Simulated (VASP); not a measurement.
# LiNbO3 (Pm-3m) in VASP: single point with r2SCAN

Aim: the single point of LiNbO3 with r2SCAN.

Program: VASP 6.6.1. These are calculated values, not measurements. Logs are shortened: lines on timing, memory, paths and dates and some standing lists are left out, and cuts for length are marked.

### 1 The cell of the first run

The structure is cubic, space group Pm-3m (No. 221). The conventional cell has a = 3.411 Å, b = 3.411 Å, c = 3.411 Å, α = 90.00°, β = 90.00°, γ = 90.00°. Within 2.3 Å of Li (site symmetry m-3m) lie 6 O at 1.71 Å. Within 3.2 Å of Nb (site symmetry m-3m) lie 12 O at 2.41 Å and 8 Li at 2.95 Å. O (site symmetry 4/mmm) has 2 Li at 1.71 Å within 2.3 Å.

### 2 Single point, r2SCAN

POSCAR reads:

```
LiNbO3
1.0
    3.4110247460      0.0000000000      0.0000000000
    0.0000000000      3.4110247460      0.0000000000
    0.0000000000      0.0000000000      3.4110247460
Li Nb O
1 1 3
Direct
    0.5000000000      0.5000000000      0.5000000000
    0.0000000000      0.0000000000      0.0000000000
    0.0000000000      0.5000000000      0.5000000000
    0.5000000000      0.0000000000      0.5000000000
    0.5000000000      0.5000000000      0.0000000000
```

INCAR.step1 reads:

```
SYSTEM = LiNbO3
PREC     = Accurate       ! precision mode
ENCUT    = 1480           ! plane-wave cutoff, eV
ISMEAR   = 0              ! smearing method
SIGMA    = 0.1            ! smearing width, eV
LREAL    = .False.        ! projectors in reciprocal space
LASPH    = .True.         ! aspherical terms in the spheres
NELM     = 120            ! most SCF steps
NBANDS   = 25             ! bands
GGA      = PE             ! functional
ALGO     = Normal         ! electronic algorithm
EDIFF    = 1E-5           ! SCF threshold, eV
LWAVE    = .True.         ! write WAVECAR
LCHARG   = .False.        ! write CHGCAR
GGA_COMPAT= .False.
```

INCAR.step2 reads:

```
SYSTEM = LiNbO3
PREC     = Accurate       ! precision mode
ENCUT    = 1480           ! plane-wave cutoff, eV
EDIFF    = 1E-6           ! SCF threshold, eV
ISMEAR   = 0              ! smearing method
SIGMA    = 0.1            ! smearing width, eV
LREAL    = .False.        ! projectors in reciprocal space
LASPH    = .True.         ! aspherical terms in the spheres
NELM     = 120            ! most SCF steps
ALGO     = Normal         ! electronic algorithm
ISIF     = 2              ! what is computed and relaxed
LWAVE    = .False.        ! write WAVECAR
LCHARG   = .False.        ! write CHGCAR
METAGGA  = R2SCAN         ! meta-GGA
LMIXTAU  = .True.       
NBANDS   = 25             ! bands
ISTART   = 1            
GGA_COMPAT= .False.
```

KPOINTS reads:

```
regular mesh
0
Gamma
  8 8 8
  0 0 0
```

Potentials or basis: VASP PAW PBE potentials, release 64 (Li_sv, Nb_sv, O_h).

Started as:

```bash
> cat potpaw_PBE.64/Li_sv/POTCAR potpaw_PBE.64/Nb_sv/POTCAR potpaw_PBE.64/O_h/POTCAR > POTCAR
> cp INCAR.step1 INCAR
> mpirun -np 1 vasp_std > vasp.out
> cp INCAR.step2 INCAR
> mpirun -np 1 vasp_std > vasp.out
```

OUTCAR:

```text
SYSTEM = LiNbO3
   PREC = Accurate
   ENCUT = 1480
   EDIFF = 1E-6
   ISMEAR = 0
   LREAL = .False.
   LASPH = .True.
   NELM = 120
   ISIF = 2
   METAGGA = R2SCAN
   ISTART = 1

 ion  position               nearest neighbor table
   1  0.500  0.500  0.500-   3 1.71   4 1.71   5 1.71   5 1.71   4 1.71   3 1.71
   2  0.000  0.000  0.000-
   3  0.000  0.500  0.500-   1 1.71   1 1.71
   4  0.500  0.000  0.500-   1 1.71   1 1.71
   5  0.500  0.500  0.000-   1 1.71   1 1.71

  LATTYP: Found a simple cubic cell.
 ALAT       =     3.4110247460

  Lattice vectors:

 A1 = (   3.4110247460,   0.0000000000,   0.0000000000)
 A2 = (   0.0000000000,   3.4110247460,   0.0000000000)
 A3 = (   0.0000000000,   0.0000000000,   3.4110247460)

Analysis of symmetry for initial positions (statically):
=====================================================================
 Subroutine PRICEL returns:
 Original cell was already a primitive cell.

 Routine SETGRP: Setting up the symmetry group for a
 simple cubic supercell.

 Subroutine GETGRP returns: Found 48 space group operations
 (whereof 48 operations were pure point group operations)
 out of a pool of 48 trial point group operations.

The static configuration has the point symmetry O_h .

Analysis of symmetry for dynamics (positions and initial velocities):
=====================================================================
 Subroutine PRICEL returns:
 Original cell was already a primitive cell.

 Routine SETGRP: Setting up the symmetry group for a
 simple cubic supercell.

 Subroutine GETGRP returns: Found 48 space group operations
 (whereof 48 operations were pure point group operations)
 out of a pool of 48 trial point group operations.

The dynamic configuration has the point symmetry O_h .

 Subroutine INISYM returns: Found 48 space group operations
 (whereof 48 operations are pure point group operations),
 and found     1 'primitive' translations

----------------------------------------------------------------------------------------

                                     Primitive cell

  volume of cell :      39.6876

  direct lattice vectors                    reciprocal lattice vectors
     3.411024746  0.000000000  0.000000000     0.293167032  0.000000000  0.000000000
     0.000000000  3.411024746  0.000000000     0.000000000  0.293167032  0.000000000
     0.000000000  0.000000000  3.411024746     0.000000000  0.000000000  0.293167032

  length of vectors
     3.411024746  3.411024746  3.411024746     0.293167032  0.293167032  0.293167032

  position of ions in fractional coordinates (direct lattice)
     0.500000000  0.500000000  0.500000000
     0.000000000  0.000000000  0.000000000
     0.000000000  0.500000000  0.500000000
     0.500000000  0.000000000  0.500000000
     0.500000000  0.500000000  0.000000000

  ion indices of the primitive-cell ions
   primitive index   ion index
                 1           1
                 2           2
                 3           3
                 4           4
                 5           5

----------------------------------------------------------------------------------------

 KPOINTS: regular mesh

Automatic generation of k-mesh.
 Grid dimensions read from file:
 generate k-points for:    8    8    8

 Generating k-lattice:

  Cartesian coordinates                     Fractional coordinates (reciprocal lattice)
     0.036645879  0.000000000  0.000000000     0.125000000  0.000000000  0.000000000
     0.000000000  0.036645879  0.000000000     0.000000000  0.125000000  0.000000000
     0.000000000  0.000000000  0.036645879     0.000000000  0.000000000  0.125000000

  Length of vectors
     0.036645879  0.036645879  0.036645879

  Shift w.r.t. Gamma in fractional coordinates (k-lattice)
     0.000000000  0.000000000  0.000000000

 Subroutine IBZKPT returns following result:
 ===========================================

 Found     35 irreducible k-points:

 Following reciprocal coordinates:
            Coordinates               Weight
  0.000000  0.000000  0.000000      1.000000
  0.125000  0.000000  0.000000      6.000000
  0.250000  0.000000  0.000000      6.000000
  0.375000  0.000000  0.000000      6.000000
  0.500000  0.000000  0.000000      3.000000
  0.125000  0.125000  0.000000     12.000000
[... 16 lines left out ...]
  0.375000  0.375000  0.125000     24.000000
  0.500000  0.375000  0.125000     24.000000
 [... further k-points ...]
   k-points           NKPTS =     35   k-points in BZ     NKDIM =     35   number of bands    NBANDS=     25
   number of dos      NEDOS =    301   number of ions     NIONS =      5
   total plane-waves  NPLWV = 110592
   dimension x,y,z NGX =    48 NGY =   48 NGZ =   48
   dimension x,y,z NGXF=    96 NGYF=   96 NGZF=   96
   ions per type =               1   1   3
   NGX,Y,Z   is equivalent  to a cutoff of  23.39, 23.39, 23.39 a.u.
   NGXF,Y,Z  is equivalent  to a cutoff of  46.79, 46.79, 46.79 a.u.
 SYSTEM =  LiNbO3
   PREC   = accura    normal or accurate (medium, high low for compatibility)
   ISTART =      1    job   : 0-new  1-cont  2-samecut
   ICHARG =      0    charge: 1-file 2-atom 10-const
   ISPIN  =      1    spin polarized calculation?
   LNONCOLLINEAR =      F non collinear calculations
   LSORBIT =      F    spin-orbit coupling
   LASPH  =      T    aspherical Exc in radial PAW
   ENCUT  = 1480.0 eV 108.78 Ry   10.43 a.u.  10.70 10.70 10.70*2*pi/ulx,y,z
   NELM   =    120;   NELMIN=  2; NELMDL=  0     # of ELM steps
   EDIFF  = 0.1E-05   stopping-criterion for ELM
   LREAL  =      F    real-space projection
   EDIFFG = 0.1E-04   stopping-criterion for IOM
   NSW    =      0    number of steps for IOM
   IBRION =     -1    ionic relax: 0-MD 1-quasi-New 2-CG
   NFREE  =      0    steps in history (QN), initial steepest desc. (CG)
   ISIF   =      2    stress and relaxation
   ISYM   =      2    0-nonsym 1-usesym 2-fastsym
   POTIM  = 0.5000    time-step for ionic-motion
   TEBEG  =    0.0;   TEEND  =   0.0 temperature during run
   PSTRESS=    0.0 pullay stress
   NELECT =      34.0000    total number of electrons
   NUPDOWN=      -1.0000    fix difference up-down
   EMIN   =  10.00;   EMAX   =-10.00  energy-range for DOS
   EFERMI =   0.00;   METHOD = LEGACY
   ISMEAR =     0;   SIGMA  =   0.10  broadening in eV -4-tet -1-fermi 0-gaus
   EFERMI_NEDOS =   21; number of points for ismear=-14 and -15
   IALGO  =     38    algorithm
   IMIX   =      4    mixing-type and parameters
     AMIX     =   0.40;   BMIX     =  1.00
     AMIX_MAG =   1.60;   BMIX_MAG =  1.00
  volume/ion in A,a.u.               =       7.94        53.57
  Fermi-wavevector in a.u.,A,eV,Ry     =   1.554830  2.938203 32.892038  2.417497
  Thomas-Fermi vector in A             =   2.658859
   LORBIT       =      0    0 simple, 1 ext, 2 COOP (PROOUT), +10 PAW based schemes
   METAGGA = R2SCAN    functional components
   LHFCALC =     F    Hartree Fock is set to
   AEXX    =    0.0000 exact exchange contribution
   IVDW    =     0    specifies the selected vdW correction
   LEPSILON=     F    determine dielectric tensor
   LRPA    =     F    only Hartree local field effects (RPA)
 non-spin polarized calculation
 Gauss-broadening in eV      SIGMA  =   0.10
  energy-cutoff  :     1480.00
  volume of cell :       39.69
 maximum number of plane-waves:      5160
 NGX is ok and might be reduce to    48
   NGX = 21   NGY = 21   NGZ = 21

 number of electron      34.0000000 magnetization

 Free energy of the ion-electron system (eV)
  ---------------------------------------------------
  ext. energy  EPLUGINS =         0.00000000
  ---------------------------------------------------
  free energy    TOTEN  =       -51.77844972 eV

  energy without entropy =      -51.76823279  energy(sigma->0) =      -51.77334125

 E-fermi :   9.1805     XC(G=0): -13.6511

 val. band max:        9.1381467662   @ k =   0.1250   0.1250   0.0000
 cond. band min:       9.2003867046   @ k =   0.1250   0.1250   0.1250
 fundamental gap:      0.0622399383
 Fermi energy:         9.1804847448

 k-point     1 :       0.0000    0.0000    0.0000
  band No.  band energies     occupation
      1     -50.1349      2.00000
      2     -33.8248      2.00000
      3     -25.1670      2.00000
      4     -25.1670      2.00000
      5     -25.1670      2.00000
      6     -11.3712      2.00000
[... 17 lines left out ...]
     24      28.5808      0.00000
     25      28.5808      0.00000

 k-point     2 :       0.1250    0.0000    0.0000
  band No.  band energies     occupation
      1     -50.1332      2.00000
      2     -33.8235      2.00000
      3     -25.1967      2.00000
      4     -25.1640      2.00000
      5     -25.1640      2.00000
      6     -11.2623      2.00000
[... 17 lines left out ...]
     24      27.0962      0.00000
     25      29.2547      0.00000

 k-point     3 :       0.2500    0.0000    0.0000
  band No.  band energies     occupation
      1     -50.1290      2.00000
      2     -33.8202      2.00000
      3     -25.2677      2.00000
      4     -25.1569      2.00000
      5     -25.1569      2.00000
      6     -10.9560      2.00000
[... 17 lines left out ...]
     24      24.5191      0.00000
     25      28.2289      0.00000

 k-point     4 :       0.3750    0.0000    0.0000
  band No.  band energies     occupation
      1     -50.1249      2.00000
      2     -33.8169      2.00000
      3     -25.3376      2.00000
      4     -25.1498      2.00000
      5     -25.1498      2.00000
      6     -10.5032      2.00000
[... 17 lines left out ...]
     24      22.1249      0.00000
     25      27.3023      0.00000
[... 477 lines left out ...]
 k-point    22 :       0.5000    0.2500    0.1250
  band No.  band energies     occupation
      1     -50.1159      2.00000
      2     -33.8074      2.00000
      3     -25.3437      2.00000
      4     -25.2361      2.00000
      5     -25.1630      2.00000
      6      -9.8876      2.00000
[... 17 lines left out ...]
     24      21.6508      0.00000
     25      24.8240      0.00000

 k-point    23 :       0.3750    0.3750    0.1250
  band No.  band energies     occupation
      1     -50.1136      2.00000
      2     -33.8048      2.00000
      3     -25.3070      2.00000
      4     -25.3024      2.00000
      5     -25.1585      2.00000
      6      -9.9629      2.00000
[... 17 lines left out ...]
     24      23.1897      0.00000
     25      23.4387      0.00000

 k-point    24 :       0.5000    0.3750    0.1250
  band No.  band energies     occupation
      1     -50.1119      2.00000
      2     -33.8030      2.00000
      3     -25.3312      2.00000
      4     -25.2998      2.00000
      5     -25.1553      2.00000
      6      -9.7308      2.00000
[... 17 lines left out ...]
     24      22.6936      0.00000
     25      23.6682      0.00000

 [... further k-points ...]

------------------------ aborting loop because EDIFF is reached ----------------------------------------

  FORCE on cell =-STRESS in cart. coord.  units (eV):
  Direction    XX          YY          ZZ          XY          YZ          ZX
  --------------------------------------------------------------------------------------
  -------------------------------------------------------------------------------------
  Total        0.4256305      0.4256305      0.4256305      0.0000000     -0.0000000     -0.0000000
  in kB       17.1825943     17.1825943     17.1825943      0.0000000     -0.0000000     -0.0000000
  external PRESSURE =      17.1825943 kB  Pullay stress =       0.0000000 kB

 VOLUME and BASIS-vectors are now :
 -----------------------------------------------------------------------------
  energy-cutoff  :     1480.00
  volume of cell :       39.69
      direct lattice vectors                 reciprocal lattice vectors
     3.411024746  0.000000000  0.000000000     0.293167032  0.000000000  0.000000000
     0.000000000  3.411024746  0.000000000     0.000000000  0.293167032  0.000000000
     0.000000000  0.000000000  3.411024746     0.000000000  0.000000000  0.293167032

 POSITION                                       TOTAL-FORCE (eV/Angst)
 -----------------------------------------------------------------------------------
      1.70551      1.70551      1.70551         0.000000      0.000000      0.000000
      0.00000      0.00000      0.00000         0.000000      0.000000      0.000000
      0.00000      1.70551      1.70551         0.000000      0.000000      0.000000
      1.70551      0.00000      1.70551         0.000000      0.000000      0.000000
      1.70551      1.70551      0.00000         0.000000      0.000000      0.000000
 -----------------------------------------------------------------------------------
    total drift:                                0.000000      0.000000     -0.000000

  FREE ENERGIE OF THE ION-ELECTRON SYSTEM (eV)
  ---------------------------------------------------
  free  energy   TOTEN  =       -51.7784497163 eV

  energy  without entropy=      -51.7682327909  energy(sigma->0) =      -51.77334125
```

It took 8.2 min on 1 thread of Intel Xeon 6975P-C (Granite Rapids), shared host; peak memory 0.46 GiB.

What came out:

* Free energy: -51.7784 eV
* Pressure: 1.7 GPa
* Band gap on the k mesh: zero (bands 17 and 18 overlap by 0.42 eV)

Caveat: the PAW data sets were made with another functional, which shifts forces and pressure a little.

The gap in the log of VASP goes by the Fermi energy; the results here count the filled bands.